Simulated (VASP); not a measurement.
Runs of VASP 6.6.1 on CoO. The structure is that of space group Fm-3m (No. 225), or close to it. The cells are those of the table. 

```tsv
spin	cell	gap on the mesh (eV)	pressure (GPa)
off	a = 2.851 Å, angles 119.6, 119.6, 90.7°, 2 atoms	none	9.3
collinear, ferromagnetic start	a = 2.998 Å, angles 119.6, 119.6, 90.7°, 2 atoms	none	(c)
off	a = 3.038 Å, angles 119.6, 119.6, 90.7°, 2 atoms	none	-23.4
off	a = 2.958 Å, angles 119.6, 119.6, 90.7°, 2 atoms	none	(a)
off	a = 2.783 Å, angles 119.6, 119.6, 90.7°, 2 atoms	none	(b)
off	a = 3.095 Å, angles 119.6, 119.6, 90.7°, 2 atoms	none	-28.2
off	a = 2.998 Å, angles 119.6, 119.6, 90.7°, 2 atoms	none	-18.6
off	a = 3.168 Å, angles 119.6, 119.6, 90.7°, 2 atoms	none	-32.2
```

Alike in all rows: task single point; level PBE+U; potentials or basis VASP PAW PBE potentials, release 64 (Co, O); Co d U = 3.32 eV; k mesh 12 × 12 × 12; cutoff (eV) 520; smearing gaussian 0.02 eV.

Task: Fill in the values left out.

Result: (a) -12.9; (b) 31.4; (c) 0.6.

Caveats: an odd number of electrons without spin polarisation forces a metal (at least some runs); a magnetic or distorted state may lie lower (at least some runs); U without spin polarisation on a metal has little footing (at least some runs); the cell stands under tension (at least some runs); the cell stands under pressure (at least some runs); a cell with one magnetic atom can't hold antiferromagnetic order, which such compounds often take (at least some runs).

A gap of «none» marks levels without a gap at the run's occupations.
